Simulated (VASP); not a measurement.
Runs of VASP 6.6.1 on W. The structure is that of space group Pm-3m (No. 221), or close to it. The cells are those of the table. 

| task | cell | k mesh | cutoff (eV) | gap on the mesh (eV) | pressure (GPa) | relaxed volume (Å³/atom) |
| --- | --- | --- | --- | --- | --- | --- |
| single point | a = 2.642 Å, 1 atom | 8 × 8 × 8 | 520 | none | (a) | - |
| relaxation of cell and atoms | relaxed from a = 2.640 Å, 1 atom | 8 × 8 × 8 | 600 | none | 0.0 | 18.48 |
| single point | a = 2.640 Å, 1 atom | 9 × 9 × 9 | 520 | none | 0.7 | - |
| relaxation of cell and atoms | relaxed from a = 2.590 Å, 1 atom | 9 × 9 × 9 | 600 | none | -0.1 | 18.46 |

Alike in all rows: level PBE; potentials or basis VASP PAW PBE potentials, release 64 (W_sv); no spin polarisation; smearing methfessel-paxton 0.1 eV.

Fill in the values left out.

(a) 0.5.

Caveats: spin-orbit coupling is left out, which moves the levels of the heavy elements.

A k mesh can miss the band edges, and the runs leave out spin-orbit coupling on W.

A gap of «none» marks levels without a gap at the run's occupations.
